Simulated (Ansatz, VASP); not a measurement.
MgS in VASP and in Ansatz

The input POSCAR:

```
MgS
1.0
   -0.0341592472      2.7967175918      2.7967175918
    2.7967175918     -0.0341592472      2.7967175918
    2.7967175918      2.7967175918     -0.0341592472
Mg S
1 1
Direct
   -0.0011961559     -0.0011961559     -0.0011961559
    0.2511961559      0.2511961559      0.2511961559
```

File INCAR.step1:

```
SYSTEM = MgS
PREC = Accurate ; ENCUT = 520
EDIFF = 1E-5 ; ISMEAR = 0
SIGMA = 0.01 ; LREAL = .FALSE.
LASPH = .TRUE. ; NELM = 100
ALGO = Normal ; ISIF = 2
LWAVE = .TRUE. ; GGA = PE
NBANDS = 11
```

The input INCAR.step2:

```
SYSTEM = MgS
PREC = Accurate ; ENCUT = 520
EDIFF = 1E-7 ; ISMEAR = 0
SIGMA = 0.01 ; LREAL = .FALSE.
LASPH = .TRUE. ; NELM = 100
ALGO = Normal ; ISIF = 2
LWAVE = .FALSE. ; LCHARG = .TRUE.
GGA = PE ; LHFCALC = .TRUE.
HFSCREEN = 0.2079 ; PRECFOCK = Normal
LELF = .TRUE. ; LVHAR = .TRUE.
ISTART = 1 ; NBANDS = 11
```

File KPOINTS:

```
Automatic mesh
0
G
  6 6 6
  0 0 0
```

Input for Ansatz:

```yaml
crystal:
  lattice:
    - [-0.0341592472, 2.7967175918, 2.7967175918]
    - [2.7967175918, -0.0341592472, 2.7967175918]
    - [2.7967175918, 2.7967175918, -0.0341592472]
  atoms:
    - { symbol: Mg, position: [-0.0011961559, -0.0011961559, -0.0011961559] }
    - { symbol: S, position: [0.2511961559, 0.2511961559, 0.2511961559] }
kpoints:
  mp_grid: { grid: [6, 6, 6] }
  band_path:
    path:
      - [0.0, 0.0, 0.0]
      - [-0.5, -0.5, 0.0]
      - [-0.375, -0.375, 0.25]
      - [-0.375, 0.0, 0.375]
      - [0.0, 0.0, 0.5]
      - [-0.5, -0.25, 0.25]
    npoints: 1
hamiltonian:
  xc: hse06
scf:
  occupations: { method: fixed }
  n_extra_bands: 4
output:
  forces: true
  stress: true
  eigenvalues: true
```

Change from the starting cell: shear_111 strain -1.8%.

Alike in both runs: task single point; functional HSE06; k mesh 6 × 6 × 6; no spin polarisation.

|  | VASP | Ansatz |
| --- | --- | --- |
| version | VASP 6.6.1 | Ansatz 0.2.0 |
| potentials or method | VASP PAW PBE potentials, release 64 (Mg, S) | plane waves, PAW |
| plane-wave cutoff (eV) | 520 | 420 |
| occupations | gaussian, width 0.01 eV | fixed |
| valence electrons in the cell | 8 | 16 |

|  | VASP | Ansatz | Ansatz less VASP |
| --- | --- | --- | --- |
| gap on the k mesh at the Fermi level (eV) | 4.53 | 4.55 | +0.016 |
| pressure (GPa) | 1.0 | 1.2 | +0.17 |
| traceless stress, the component that is largest in VASP (GPa) | 0.38 | 0.38 | -0.002 |

VASP's potentials hold 8 valence electrons a cell and Ansatz's 16, so a difference there can come from the potentials and not from the codes. Ansatz's warnings: stress exchange threshold loose, stress scf threshold loose.
